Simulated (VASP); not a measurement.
# BP (F-43m) in VASP: a series of runs

Aim: see how the results for BP move with the level of theory and the settings. Levels: revPBE, LDA. Tasks: single point, relaxation of cell and atoms.

Everything below comes from runs of VASP 6.6.1. Logs are shortened: lines on timing, memory, paths and dates and some standing lists are left out, and cuts for length are marked.

## 1. The cell of the first run

It takes space group F-43m (No. 216, cubic). The conventional cell has a = 4.458 Å, b = 4.458 Å, c = 4.458 Å, α = 90.00°, β = 90.00°, γ = 90.00°. Within 2.6 Å of B (site symmetry -43m) lie 4 P at 1.93 Å. P (site symmetry -43m) has 4 B at 1.93 Å within 2.6 Å.

## 2. Single point, revPBE

File INCAR:

```
SYSTEM = BP
PREC = Accurate
ENCUT = 500
EDIFF = 1E-6
ISMEAR = 0
SIGMA = 0.01
LREAL = .FALSE.
LASPH = .TRUE.
NELM = 120
ALGO = Normal
ISIF = 2
LWAVE = .FALSE.
LCHARG = .FALSE.
GGA = RE
NBANDS = 11
GGA_COMPAT = .FALSE.
```

File KPOINTS:

```
Automatic mesh
0
G
  10 10 10
  0 0 0
```

File POSCAR:

```
BP
1.0
    0.0000000000      2.2289403366      2.2289403366
    2.2289403366      0.0000000000      2.2289403366
    2.2289403366      2.2289403366      0.0000000000
B P
1 1
Direct
    0.0000000000      0.0000000000      0.0000000000
    0.7500000000      0.7500000000      0.7500000000
```

Potentials or basis: VASP PAW PBE potentials, release 64 (B, P).

On the command line:

```
> cat potpaw_PBE.64/B/POTCAR potpaw_PBE.64/P/POTCAR > POTCAR
> mpirun -np 1 vasp_std > vasp.out
```

OUTCAR:

```text
SYSTEM = BP
   PREC = Accurate
   ENCUT = 500
   EDIFF = 1E-6
   ISMEAR = 0
   LREAL = .FALSE.
   LASPH = .TRUE.
   NELM = 120
   ISIF = 2
   GGA = RE

 ion  position               nearest neighbor table
   1  0.000  0.000  0.000-   2 1.93   2 1.93   2 1.93   2 1.93
   2  0.750  0.750  0.750-   1 1.93   1 1.93   1 1.93   1 1.93

  LATTYP: Found a face centered cubic cell.
 ALAT       =     4.4578806732

  Lattice vectors:

 A1 = (   0.0000000000,   2.2289403366,   2.2289403366)
 A2 = (   2.2289403366,   0.0000000000,   2.2289403366)
 A3 = (   2.2289403366,   2.2289403366,   0.0000000000)

Analysis of symmetry for initial positions (statically):
=====================================================================
 Subroutine PRICEL returns:
 Original cell was already a primitive cell.

 Routine SETGRP: Setting up the symmetry group for a
 face centered cubic supercell.

 Subroutine GETGRP returns: Found 24 space group operations
 (whereof 24 operations were pure point group operations)
 out of a pool of 48 trial point group operations.

The static configuration has the point symmetry T_d .

Analysis of symmetry for dynamics (positions and initial velocities):
=====================================================================
 Subroutine PRICEL returns:
 Original cell was already a primitive cell.

 Routine SETGRP: Setting up the symmetry group for a
 face centered cubic supercell.

 Subroutine GETGRP returns: Found 24 space group operations
 (whereof 24 operations were pure point group operations)
 out of a pool of 48 trial point group operations.

The dynamic configuration has the point symmetry T_d .

 Subroutine INISYM returns: Found 24 space group operations
 (whereof 24 operations are pure point group operations),
 and found     1 'primitive' translations

----------------------------------------------------------------------------------------

                                     Primitive cell

  volume of cell :      22.1475

  direct lattice vectors                    reciprocal lattice vectors
     0.000000000  2.228940337  2.228940337    -0.224321841  0.224321841  0.224321841
     2.228940337  0.000000000  2.228940337     0.224321841 -0.224321841  0.224321841
     2.228940337  2.228940337  0.000000000     0.224321841  0.224321841 -0.224321841

  length of vectors
     3.152197654  3.152197654  3.152197654     0.388536826  0.388536826  0.388536826

  position of ions in fractional coordinates (direct lattice)
     0.000000000  0.000000000  0.000000000
     0.750000000  0.750000000  0.750000000

  ion indices of the primitive-cell ions
   primitive index   ion index
                 1           1
                 2           2

----------------------------------------------------------------------------------------

 KPOINTS: Automatic mesh

Automatic generation of k-mesh.
 Grid dimensions read from file:
 generate k-points for:   10   10   10

 Generating k-lattice:

  Cartesian coordinates                     Fractional coordinates (reciprocal lattice)
    -0.022432184  0.022432184  0.022432184     0.100000000  0.000000000  0.000000000
     0.022432184 -0.022432184  0.022432184     0.000000000  0.100000000  0.000000000
     0.022432184  0.022432184 -0.022432184     0.000000000  0.000000000  0.100000000

  Length of vectors
     0.038853683  0.038853683  0.038853683

  Shift w.r.t. Gamma in fractional coordinates (k-lattice)
     0.000000000  0.000000000  0.000000000

 Subroutine IBZKPT returns following result:
 ===========================================

 Found     47 irreducible k-points:

 Following reciprocal coordinates:
            Coordinates               Weight
  0.000000  0.000000  0.000000      1.000000
  0.100000  0.000000  0.000000      8.000000
  0.200000  0.000000  0.000000      8.000000
  0.300000  0.000000  0.000000      8.000000
  0.400000  0.000000  0.000000      8.000000
  0.500000  0.000000  0.000000      4.000000
[... 16 lines left out ...]
  0.300000  0.300000  0.000000      6.000000
  0.400000  0.300000  0.000000     24.000000
 [... further k-points ...]
   k-points           NKPTS =     47   k-points in BZ     NKDIM =     47   number of bands    NBANDS=     11
   number of dos      NEDOS =    301   number of ions     NIONS =      2
   total plane-waves  NPLWV =  13824
   dimension x,y,z NGX =    24 NGY =   24 NGZ =   24
   dimension x,y,z NGXF=    48 NGYF=   48 NGZF=   48
   ions per type =               1   1
   NGX,Y,Z   is equivalent  to a cutoff of  12.66, 12.66, 12.66 a.u.
   NGXF,Y,Z  is equivalent  to a cutoff of  25.32, 25.32, 25.32 a.u.
 SYSTEM =  BP
   PREC   = accura    normal or accurate (medium, high low for compatibility)
   ISTART =      0    job   : 0-new  1-cont  2-samecut
   ICHARG =      2    charge: 1-file 2-atom 10-const
   ISPIN  =      1    spin polarized calculation?
   LNONCOLLINEAR =      F non collinear calculations
   LSORBIT =      F    spin-orbit coupling
   LASPH  =      T    aspherical Exc in radial PAW
   ENCUT  =  500.0 eV  36.75 Ry    6.06 a.u.   5.75  5.75  5.75*2*pi/ulx,y,z
   NELM   =    120;   NELMIN=  2; NELMDL= -5     # of ELM steps
   EDIFF  = 0.1E-05   stopping-criterion for ELM
   LREAL  =      F    real-space projection
   EDIFFG = 0.1E-04   stopping-criterion for IOM
   NSW    =      0    number of steps for IOM
   IBRION =     -1    ionic relax: 0-MD 1-quasi-New 2-CG
   NFREE  =      0    steps in history (QN), initial steepest desc. (CG)
   ISIF   =      2    stress and relaxation
   ISYM   =      2    0-nonsym 1-usesym 2-fastsym
   POTIM  = 0.5000    time-step for ionic-motion
   TEBEG  =    0.0;   TEEND  =   0.0 temperature during run
   PSTRESS=    0.0 pullay stress
   NELECT =       8.0000    total number of electrons
   NUPDOWN=      -1.0000    fix difference up-down
   EMIN   =  10.00;   EMAX   =-10.00  energy-range for DOS
   EFERMI =   0.00;   METHOD = LEGACY
   ISMEAR =     0;   SIGMA  =   0.01  broadening in eV -4-tet -1-fermi 0-gaus
   EFERMI_NEDOS =   21; number of points for ismear=-14 and -15
   IALGO  =     38    algorithm
   IMIX   =      4    mixing-type and parameters
     AMIX     =   0.40;   BMIX     =  1.00
     AMIX_MAG =   1.60;   BMIX_MAG =  1.00
  volume/ion in A,a.u.               =      11.07        74.73
  Fermi-wavevector in a.u.,A,eV,Ry     =   1.165905  2.203240 18.494859  1.359334
  Thomas-Fermi vector in A             =   2.302425
   LORBIT       =      0    0 simple, 1 ext, 2 COOP (PROOUT), +10 PAW based schemes
   GGA     = RE    functional components
   LHFCALC =     F    Hartree Fock is set to
   AEXX    =    0.0000 exact exchange contribution
   IVDW    =     0    specifies the selected vdW correction
   LEPSILON=     F    determine dielectric tensor
   LRPA    =     F    only Hartree local field effects (RPA)
 non-spin polarized calculation
 Gauss-broadening in eV      SIGMA  =   0.01
  energy-cutoff  :      500.00
  volume of cell :       22.15
 maximum number of plane-waves:       588
   NGX = 11   NGY = 11   NGZ = 11

 number of electron       8.0000001 magnetization

 Free energy of the ion-electron system (eV)
  ---------------------------------------------------
  ext. energy  EPLUGINS =         0.00000000
  ---------------------------------------------------
  free energy    TOTEN  =       -12.32359757 eV

  energy without entropy =      -12.32359757  energy(sigma->0) =      -12.32359757

 E-fermi :   8.2720     XC(G=0): -11.0929

 val. band max:        8.1449479221   @ k =   0.0000   0.0000   0.0000
 cond. band min:       9.3096424653   @ k =   0.4000   0.4000   0.0000
 fundamental gap:      1.1646945432
 Fermi energy:         8.2719964064

 k-point     1 :       0.0000    0.0000    0.0000
  band No.  band energies     occupation
      1      -7.8174      2.00000
      2       8.1449      2.00000
      3       8.1449      2.00000
      4       8.1449      2.00000
      5      11.6228      0.00000
      6      11.6228      0.00000
      7      11.6228      0.00000
      8      16.3746      0.00000
      9      20.1277      0.00000
     10      20.3591      0.00000
     11      20.3591      0.00000

 k-point     2 :       0.1000    0.0000    0.0000
  band No.  band energies     occupation
      1      -7.6290      2.00000
      2       6.7997      2.00000
      3       7.8356      2.00000
      4       7.8356      2.00000
      5      12.0516      0.00000
      6      12.0516      0.00000
      7      12.1185      0.00000
      8      16.8398      0.00000
      9      19.6553      0.00000
     10      19.6553      0.00000
     11      20.7275      0.00000

 k-point     3 :       0.2000    0.0000    0.0000
  band No.  band energies     occupation
      1      -7.0705      2.00000
      2       4.3745      2.00000
      3       7.2533      2.00000
      4       7.2533      2.00000
      5      12.4132      0.00000
      6      12.7917      0.00000
      7      12.7917      0.00000
      8      17.8585      0.00000
      9      19.0450      0.00000
     10      19.0450      0.00000
     11      21.5963      0.00000

 k-point     4 :       0.3000    0.0000    0.0000
  band No.  band energies     occupation
      1      -6.1699      2.00000
      2       1.9200      2.00000
      3       6.7475      2.00000
      4       6.7475      2.00000
      5      12.3765      0.00000
      6      13.0888      0.00000
      7      13.0888      0.00000
      8      18.5484      0.00000
      9      19.6910      0.00000
     10      19.6910      0.00000
     11      21.9438      0.00000
[... 239 lines left out ...]
 k-point    22 :      -0.2000    0.2000    0.0000
  band No.  band energies     occupation
      1      -5.8644      2.00000
      2       2.7562      2.00000
      3       3.7588      2.00000
      4       6.8560      2.00000
      5      12.7506      0.00000
      6      13.6004      0.00000
      7      14.7771      0.00000
      8      16.8931      0.00000
      9      17.6558      0.00000
     10      22.2122      0.00000
     11      24.7339      0.00000

 k-point    23 :       0.3000    0.3000    0.0000
  band No.  band energies     occupation
      1      -5.6024      2.00000
      2       3.2450      2.00000
      3       4.7630      2.00000
      4       4.7630      2.00000
      5       9.6310      0.00000
      6      12.0325      0.00000
      7      17.3630      0.00000
      8      17.3630      0.00000
      9      21.9723      0.00000
     10      22.7024      0.00000
     11      25.4908      0.00000

 k-point    24 :       0.4000    0.3000    0.0000
  band No.  band energies     occupation
      1      -4.7323      2.00000
      2       1.8507      2.00000
      3       3.8913      2.00000
      4       4.4567      2.00000
      5       9.9156      0.00000
      6      11.7598      0.00000
      7      17.9834      0.00000
      8      18.0386      0.00000
      9      22.8537      0.00000
     10      23.6556      0.00000
     11      26.0657      0.00000

 [... further k-points ...]
[... 5 lines left out ...]
  --------------------------------------------------------------------------------------
  -------------------------------------------------------------------------------------
  Total        1.7684936      1.7684936      1.7684936     -0.0000000     -0.0000000     -0.0000000
  in kB      127.9348152    127.9348152    127.9348152     -0.0000000     -0.0000000     -0.0000000
  external PRESSURE =     127.9348152 kB  Pullay stress =       0.0000000 kB

 VOLUME and BASIS-vectors are now :
 -----------------------------------------------------------------------------
  energy-cutoff  :      500.00
  volume of cell :       22.15
      direct lattice vectors                 reciprocal lattice vectors
     0.000000000  2.228940337  2.228940337    -0.224321841  0.224321841  0.224321841
     2.228940337  0.000000000  2.228940337     0.224321841 -0.224321841  0.224321841
     2.228940337  2.228940337  0.000000000     0.224321841  0.224321841 -0.224321841

 POSITION                                       TOTAL-FORCE (eV/Angst)
 -----------------------------------------------------------------------------------
      0.00000      0.00000      0.00000        -0.000000     -0.000000     -0.000000
      3.34341      3.34341      3.34341         0.000000      0.000000      0.000000
 -----------------------------------------------------------------------------------
    total drift:                                0.000000      0.000000     -0.000000

  FREE ENERGIE OF THE ION-ELECTRON SYSTEM (eV)
  ---------------------------------------------------
  free  energy   TOTEN  =       -12.3235975653 eV

  energy  without entropy=      -12.3235975653  energy(sigma->0) =      -12.32359757
```

It took 12 s on 1 thread of AMD EPYC 7R43 (Zen 3), shared host; peak memory 0.1 GiB.

What came out:

| Item | Value |
| --- | --- |
| Free energy | -12.3236 eV |
| Pressure | 12.8 GPa |
| Band gap on the k mesh | 1.16 eV, indirect (least direct gap 3.48 eV) |

Levels at points of the mesh, in eV from the valence-band top:
```
           k point  band 1  band 2  band 3  band 4  band 5  band 6  band 7  band 8
(0.00, 0.00, 0.00)  -15.96    0.00    0.00    0.00    3.48    3.48    3.48    8.23
(0.50, 0.00, 0.00)  -12.43   -9.43   -1.82   -1.82    4.11    4.73    4.73   10.37
(0.50, 0.50, 0.00)  -10.81   -8.89   -4.31   -4.31    1.21    1.63   12.66   12.66
```

Caveat: the PAW data sets were made with another functional, which shifts forces and pressure a little. A k mesh can miss the band edges.

## 3. Relaxation of cell and atoms, LDA, target pressure 4 GPa, at which the enthalpy is minimised

This run uses another cell than the first one, of 11.32 Å³/atom, 1.022 times its volume.

File INCAR:

```
ALGO = Normal
EDIFF = 1E-7
EDIFFG = -0.001
ENCUT = 500
GGA = CA
GGA_COMPAT = F
IBRION = 2
ISIF = 3
ISMEAR = 0
LASPH = T
LCHARG = F
LREAL = F
LWAVE = F
NELM = 120
NELMIN = 4
NSW = 80
PREC = Accurate
PSTRESS = 40.0
SIGMA = 0.01
```

File KPOINTS:

```
k-points
0
Gamma
  10 10 10
```

File POSCAR:

```
BP
1.0
    0.0000000000      2.2452319364      2.2452319364
    2.2452319364      0.0000000000      2.2452319364
    2.2452319364      2.2452319364      0.0000000000
B P
1 1
Direct
    0.0000000000      0.0000000000      0.0000000000
    0.7500000000      0.7500000000      0.7500000000
```

Potentials or basis: VASP PAW LDA potentials, release 64 (B, P).

On the command line:

```
> cat potpaw_LDA.64/B/POTCAR potpaw_LDA.64/P/POTCAR > POTCAR
> mpirun -np 1 vasp_std > vasp.out
```

Wall time 18 s (1 thread of AMD EPYC 7R43 (Zen 3), shared host); peak memory 0.09 GiB.

It converged, with:

```yaml
Free_energy: -14.3931 eV
Relaxed_volume: 11.07 Å³/atom
Relaxed_cell: a = 3.152 Å, b = 3.152 Å, c = 3.152 Å, α = 60.00°, β = 60.00°, γ = 60.00°
Space_group_after_relaxing_to_0.05_Å: F-43m (No. 216)
Energy_change_on_relaxing_the_enthalpy_is_what_falls: +3.0 meV/atom
Ionic_steps: 3
Pressure_after_relaxing: 4.0 GPa
Band_gap_on_the_k_mesh: 1.12 eV, indirect (least direct gap 3.47 eV)
```

The path:
```
step  energy change (eV)  largest force (eV/Å)  pressure (GPa)  volume (Å³)
   1              0.0000                0.0000           -0.10        22.64
   2              0.0220                0.0000            7.90        21.70
   3              0.0060                0.0000            3.99        22.13
```

Final structure:
```xyz
2
Lattice="0.0000 2.2285 2.2285 2.2285 0.0000 2.2285 2.2285 2.2285 0.0000" Properties=species:S:1:pos:R:3 pbc="T T T"
B     0.0000    0.0000    0.0000
P     3.3428    3.3428    3.3428
```

Levels at points of the mesh, in eV from the valence-band top:
```csv
k point,band 1,band 2,band 3,band 4,band 5,band 6,band 7,band 8
"(0.00, 0.00, 0.00)",-15.87,0.00,0.00,0.00,3.47,3.47,3.47,8.21
"(0.50, 0.00, 0.00)",-12.33,-9.40,-1.81,-1.81,4.11,4.72,4.72,10.12
"(0.50, 0.50, 0.00)",-10.76,-8.76,-4.30,-4.30,1.20,1.51,12.51,12.51
```

Caveat: the cell is relaxed towards a set pressure, so the enthalpy falls and the energy may rise.
